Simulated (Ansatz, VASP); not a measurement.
## One calculation of Rh, two programs

```
Rh
1.0
    -1.53510    1.53510    1.53510
     1.53510   -1.53510    1.53510
     1.53510    1.53510   -1.53510
Rh
1
Direct
  0.00000 0.00000 0.00000
```

Alike in both runs: task single point; functional PBE; k mesh 10 × 10 × 10; occupations gaussian, width 0.05 eV; no spin polarisation.

|  | VASP | Ansatz |
| --- | --- | --- |
| version | VASP 6.6.1 | Ansatz 0.2.0 |
| potentials or method | VASP PAW PBE potentials, release 64 (Rh_pv), cutoff 500 eV | scalar-relativistic, plane waves, PAW |
| valence electrons in the cell | 15 | 17 |

|  | VASP | Ansatz | Ansatz less VASP |
| --- | --- | --- | --- |
| gap on the k mesh at the Fermi level (eV) | none | none | - |
| pressure (GPa) | 0.0 | -0.1 | -0.10 |

A gap of «none» marks a metal or a gap that the smearing closes. VASP's potentials hold 15 valence electrons a cell and Ansatz's 17, so a difference there can come from the potentials and not from the codes.
